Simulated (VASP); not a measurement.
# Li2O (r.bp) (Fm-3m) in VASP: single point with PBE

Aim: the single point of Li2O (r.bp) with PBE.

Everything below comes from runs of VASP 6.6.1. Logs are shortened: lines on timing, memory, paths and dates and some standing lists are left out, and cuts for length are marked.

## (1) The cell of the first run

It takes space group Fm-3m (No. 225, cubic). Conventional cell: a = 4.560 Å, b = 4.560 Å, c = 4.560 Å, α = 90.00°, β = 90.00°, γ = 90.00°. O (site symmetry m-3m) has 8 Li at 1.97 Å within 2.6 Å. Within 2.6 Å of Li (site symmetry -43m) lie 4 O at 1.97 Å and 6 Li at 2.28 Å.

## (2) Single point, PBE

Contents of INCAR:

```
ALGO = Normal ; EDIFF = 1E-6
ENCUT = 750 ; GGA = PE
GGA_COMPAT = F ; ISIF = 2
ISMEAR = 0 ; LASPH = T
LCHARG = F ; LREAL = F
LWAVE = F ; NBANDS = 13
NELM = 120 ; PREC = Accurate
SIGMA = 0.02
```

Contents of KPOINTS:

```
k-points
0
Gamma
  8 8 8
```

Contents of POSCAR:

```
Li2O
1.0
    0.0000000000      2.2801192741      2.2801192741
    2.2801192741      0.0000000000      2.2801192741
    2.2801192741      2.2801192741      0.0000000000
O Li
1 2
Direct
    0.0000000000      0.0000000000      0.0000000000
    0.2500000000      0.2500000000      0.2500000000
    0.7500000000      0.7500000000      0.7500000000
```

Potentials or basis: VASP PAW PBE potentials, release 64 (O, Li_sv).

Started as:

```console
cat potpaw_PBE.64/O/POTCAR potpaw_PBE.64/Li_sv/POTCAR > POTCAR
mpirun -np 1 vasp_std > vasp.out
```

OUTCAR:

```text
EDIFF = 1E-6
   ENCUT = 750
   GGA = PE
   ISIF = 2
   ISMEAR = 0
   LASPH = T
   LREAL = F
   NELM = 120
   PREC = Accurate

 ion  position               nearest neighbor table
   1  0.000  0.000  0.000-   3 1.97   3 1.97   3 1.97   2 1.97   2 1.97   2 1.97   3 1.97   2 1.97

   2  0.250  0.250  0.250-   1 1.97   1 1.97   1 1.97   1 1.97   3 2.28   3 2.28   3 2.28   3 2.28
                             3 2.28   3 2.28
   3  0.750  0.750  0.750-   1 1.97   1 1.97   1 1.97   1 1.97   2 2.28   2 2.28   2 2.28   2 2.28
                             2 2.28   2 2.28

  LATTYP: Found a face centered cubic cell.
 ALAT       =     4.5602385482

  Lattice vectors:

 A1 = (   0.0000000000,   2.2801192741,   2.2801192741)
 A2 = (   2.2801192741,   0.0000000000,   2.2801192741)
 A3 = (   2.2801192741,   2.2801192741,   0.0000000000)

Analysis of symmetry for initial positions (statically):
=====================================================================
 Subroutine PRICEL returns:
 Original cell was already a primitive cell.

 Routine SETGRP: Setting up the symmetry group for a
 face centered cubic supercell.

 Subroutine GETGRP returns: Found 48 space group operations
 (whereof 48 operations were pure point group operations)
 out of a pool of 48 trial point group operations.

The static configuration has the point symmetry O_h .

Analysis of symmetry for dynamics (positions and initial velocities):
=====================================================================
 Subroutine PRICEL returns:
 Original cell was already a primitive cell.

 Routine SETGRP: Setting up the symmetry group for a
 face centered cubic supercell.

 Subroutine GETGRP returns: Found 48 space group operations
 (whereof 48 operations were pure point group operations)
 out of a pool of 48 trial point group operations.

The dynamic configuration has the point symmetry O_h .

 Subroutine INISYM returns: Found 48 space group operations
 (whereof 48 operations are pure point group operations),
 and found     1 'primitive' translations

----------------------------------------------------------------------------------------

                                     Primitive cell

  volume of cell :      23.7084

  direct lattice vectors                    reciprocal lattice vectors
     0.000000000  2.280119274  2.280119274    -0.219286774  0.219286774  0.219286774
     2.280119274  0.000000000  2.280119274     0.219286774 -0.219286774  0.219286774
     2.280119274  2.280119274  0.000000000     0.219286774  0.219286774 -0.219286774
[... 93 lines left out ...]
   ISYM   =      2    0-nonsym 1-usesym 2-fastsym
   POTIM  = 0.5000    time-step for ionic-motion
   TEBEG  =    0.0;   TEEND  =   0.0 temperature during run
   PSTRESS=    0.0 pullay stress
   NELECT =      12.0000    total number of electrons
   NUPDOWN=      -1.0000    fix difference up-down
   EMIN   =  10.00;   EMAX   =-10.00  energy-range for DOS
   EFERMI =   0.00;   METHOD = LEGACY
   ISMEAR =     0;   SIGMA  =   0.02  broadening in eV -4-tet -1-fermi 0-gaus
   EFERMI_NEDOS =   21; number of points for ismear=-14 and -15
   IALGO  =     38    algorithm
   IMIX   =      4    mixing-type and parameters
     AMIX     =   0.40;   BMIX     =  1.00
     AMIX_MAG =   1.60;   BMIX_MAG =  1.00
  volume/ion in A,a.u.               =       7.90        53.33
  Fermi-wavevector in a.u.,A,eV,Ry     =   1.304671  2.465471 23.159381  1.702166
  Thomas-Fermi vector in A             =   2.435591
   LORBIT       =      0    0 simple, 1 ext, 2 COOP (PROOUT), +10 PAW based schemes
   GGA     = PE    functional components
   LHFCALC =     F    Hartree Fock is set to
   AEXX    =    0.0000 exact exchange contribution
   IVDW    =     0    specifies the selected vdW correction
   LEPSILON=     F    determine dielectric tensor
   LRPA    =     F    only Hartree local field effects (RPA)
 non-spin polarized calculation
 Gauss-broadening in eV      SIGMA  =   0.02
  energy-cutoff  :      750.00
  volume of cell :       23.71
 maximum number of plane-waves:      1124
 NGX is ok and might be reduce to    30
   NGX = 15   NGY = 15   NGZ = 15

 number of electron      12.0000003 magnetization

 Free energy of the ion-electron system (eV)
  ---------------------------------------------------
  ext. energy  EPLUGINS =         0.00000000
  ---------------------------------------------------
  free energy    TOTEN  =       -14.34385348 eV

  energy without entropy =      -14.34385348  energy(sigma->0) =      -14.34385348

 E-fermi :   1.6297     XC(G=0):  -9.9165

 val. band max:        1.5426205861   @ k =   0.0000   0.0000   0.0000
 cond. band min:       6.5961089315   @ k =   0.5000   0.5000   0.0000
 fundamental gap:      5.0534883454
 Fermi energy:         1.6297350356

 k-point     1 :       0.0000    0.0000    0.0000
  band No.  band energies     occupation
      1     -41.3690      2.00000
      2     -40.9964      2.00000
      3     -13.9695      2.00000
      4       1.5426      2.00000
      5       1.5426      2.00000
      6       1.5426      2.00000
      7       7.1025      0.00000
      8      13.7054      0.00000
      9      13.7054      0.00000
     10      13.7054      0.00000
     11      20.9564      0.00000
     12      20.9564      0.00000
     13      20.9564      0.00000
[... 354 lines left out ...]
  band No.  band energies     occupation
      1     -41.1648      2.00000
      2     -41.1641      2.00000
      3     -13.7097      2.00000
      4      -1.0043      2.00000
      5       0.5031      2.00000
      6       0.6986      2.00000
      7       9.6720      0.00000
      8      12.1462      0.00000
      9      14.9199      0.00000
     10      15.3267      0.00000
     11      19.5204      0.00000
     12      19.8696      0.00000
     13      25.1379      0.00000

 [... further k-points ...]
[... 5 lines left out ...]
  --------------------------------------------------------------------------------------
  -------------------------------------------------------------------------------------
  Total        0.5082464      0.5082464      0.5082464      0.0000000      0.0000000      0.0000000
  in kB       34.3464746     34.3464746     34.3464746      0.0000000      0.0000000      0.0000000
  external PRESSURE =      34.3464746 kB  Pullay stress =       0.0000000 kB

 VOLUME and BASIS-vectors are now :
 -----------------------------------------------------------------------------
  energy-cutoff  :      750.00
  volume of cell :       23.71
      direct lattice vectors                 reciprocal lattice vectors
     0.000000000  2.280119274  2.280119274    -0.219286774  0.219286774  0.219286774
     2.280119274  0.000000000  2.280119274     0.219286774 -0.219286774  0.219286774
     2.280119274  2.280119274  0.000000000     0.219286774  0.219286774 -0.219286774

 POSITION                                       TOTAL-FORCE (eV/Angst)
 -----------------------------------------------------------------------------------
      0.00000      0.00000      0.00000        -0.000000      0.000000      0.000000
      1.14006      1.14006      1.14006        -0.000000     -0.000000     -0.000000
      3.42018      3.42018      3.42018         0.000000      0.000000      0.000000
 -----------------------------------------------------------------------------------
    total drift:                                0.000000     -0.000000      0.000000

  FREE ENERGIE OF THE ION-ELECTRON SYSTEM (eV)
  ---------------------------------------------------
  free  energy   TOTEN  =       -14.3438534761 eV

  energy  without entropy=      -14.3438534761  energy(sigma->0) =      -14.34385348
```

OSZICAR:

```text
N       E                     dE             d eps       ncg     rms          rms(c)
DAV:   1     0.567298410323E+02    0.56730E+02   -0.71644E+03   754   0.127E+03
DAV:   2    -0.102993260213E+02   -0.67029E+02   -0.63222E+02   912   0.263E+02
DAV:   3    -0.160406724668E+02   -0.57413E+01   -0.56875E+01  1363   0.565E+01
DAV:   4    -0.161259897988E+02   -0.85317E-01   -0.85309E-01   904   0.731E+00
DAV:   5    -0.161264025215E+02   -0.41272E-03   -0.41272E-03  1040   0.498E-01    0.750E+00
DAV:   6    -0.143721068481E+02    0.17543E+01   -0.81803E+00   794   0.153E+01    0.277E+00
DAV:   7    -0.143452608450E+02    0.26846E-01   -0.17136E-01   942   0.297E+00    0.151E+00
DAV:   8    -0.143454819678E+02   -0.22112E-03   -0.66386E-02   917   0.254E+00    0.435E-01
DAV:   9    -0.143434909082E+02    0.19911E-02   -0.60376E-03   932   0.647E-01    0.130E-01
DAV:  10    -0.143438732583E+02   -0.38235E-03   -0.84505E-04   879   0.224E-01    0.516E-02
DAV:  11    -0.143438518856E+02    0.21373E-04   -0.41971E-05   988   0.697E-02    0.130E-02
DAV:  12    -0.143438538364E+02   -0.19508E-05   -0.55705E-06   908   0.237E-02    0.637E-03
DAV:  13    -0.143438534761E+02    0.36029E-06   -0.23268E-06   959   0.134E-02
   1 F= -.14343853E+02 E0= -.14343853E+02  d E =-.380796E-12
```

stdout:

```text
POSCAR found type information on POSCAR O Li
 POSCAR found :  2 types and       3 ions
 scaLAPACK will be used
 LDA part: xc-table for (Slater+PW92), standard interpolation
 POSCAR, INCAR and KPOINTS ok, starting setup
 FFT: planning ... GRIDC
 FFT: planning ... GRID_SOFT
 FFT: planning ... GRID
 WAVECAR not read
 entering main loop
```

Wall time 25 s (1 thread of Intel Xeon 8259CL, shared host); peak memory 0.16 GiB.

Results:

| Property | Result |
| --- | --- |
| Free energy | -14.3439 eV |
| Pressure | 3.4 GPa |
| Band gap on the k mesh | 5.05 eV, indirect (least direct gap 5.56 eV) |

Levels at points of the mesh, in eV from the valence-band top:
```
           k point  band 3  band 4  band 5  band 6  band 7  band 8  band 9  band 10
(0.00, 0.00, 0.00)  -15.51    0.00    0.00    0.00    5.56   12.16   12.16    12.16
(0.50, 0.00, 0.00)  -15.28   -2.87   -0.47   -0.47    9.47   10.20   12.28    12.28
(0.50, 0.50, 0.00)  -15.24   -1.63   -1.45   -1.45    5.05   13.91   13.91    15.23
```

A k mesh can miss the band edges. Expect the measured gap to be larger: semilocal functionals such as PBE lack the derivative discontinuity.
